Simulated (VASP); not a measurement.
Input of a VASP 6.6.1 run:

Contents of INCAR:

```
SYSTEM = Ta2N
PREC = Accurate
ENCUT = 520
EDIFF = 1E-6
ISMEAR = 0
SIGMA = 0.1
LREAL = .False.
LASPH = .True.
NELM = 150
ALGO = Normal
ISIF = 2
LWAVE = .False.
LCHARG = .False.
LMAXMIX = 4
LDAU = .True.
LDAUTYPE = 2
LDAUL = 2 -1
LDAUU = 2 0
LDAUJ = 0 0
LDAUPRINT = 1
GGA = PS
NBANDS = 20
```

File KPOINTS:

```
Automatic mesh
0
Gamma
  10 10 6
  0 0 0
```

The input POSCAR:

```
Ta2N
1.0
    3.0493158896      0.0000000000      0.0000000000
   -1.5246579448      2.6407850245      0.0000000000
    0.0000000000      0.0000000000      4.7704285953
Ta N
2 1
Direct
    0.3333333333      0.6666666667      0.2547110000
    0.6666666667      0.3333333333      0.7452890000
    0.0000000000      0.0000000000      0.0000000000
```

Potentials or basis: VASP PAW PBE potentials, release 64 (Ta_pv, N).

Launch:

```bash
$ cat potpaw_PBE.64/Ta_pv/POTCAR potpaw_PBE.64/N/POTCAR > POTCAR
$ mpirun -np 1 vasp_std > vasp.out
```

What does it give for the pressure?

16.6 GPa.

Predict the largest force.

0.419 eV/Å.

Forces on the atoms (eV/Å):
```
Ta   0.000  0.000  0.419
Ta   0.000  0.000 -0.419
N    0.000  0.000  0.000
```

Caveat: the PAW data sets were made with another functional, which shifts forces and pressure a little; U without spin polarisation on a metal has little footing.
